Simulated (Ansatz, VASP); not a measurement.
Two plane-wave programs on KCl

```
K Cl
1.0
     3.93518    0.00000    0.00000
     0.00000    3.93518    0.00000
     0.00000    0.00000    3.64724
K Cl
1 1
Cartesian
  0.0000 0.0000 0.0000
  1.9676 1.9676 1.8236
```

Change from the starting cell: strain +0.025 along x and y, -0.050 along z, atoms carried along.

Alike in both runs: task single point; functional PBEsol; k mesh 6 × 6 × 6; occupations gaussian, width 0.05 eV; no spin polarisation.

|  | VASP | Ansatz |
| --- | --- | --- |
| version | VASP 6.6.1 | Ansatz 0.2.0 |
| potentials or method | VASP PAW PBE potentials, release 64 (K_sv, Cl), cutoff 520 eV | scalar-relativistic, plane waves, PAW |
| valence electrons in the cell | 16 | 16 |

```tsv
	VASP	Ansatz	Ansatz less VASP
gap on the k mesh at the Fermi level (eV)	4.32	4.32	+0.002
least direct gap on the mesh (eV)	4.48	4.48	+0.002
pressure (GPa)	-1.4	-1.4	-0.02
traceless stress, the component that is largest in VASP (GPa)	2.16	2.16	+0.004
```

VASP's potentials were made for PBE, not for PBEsol.
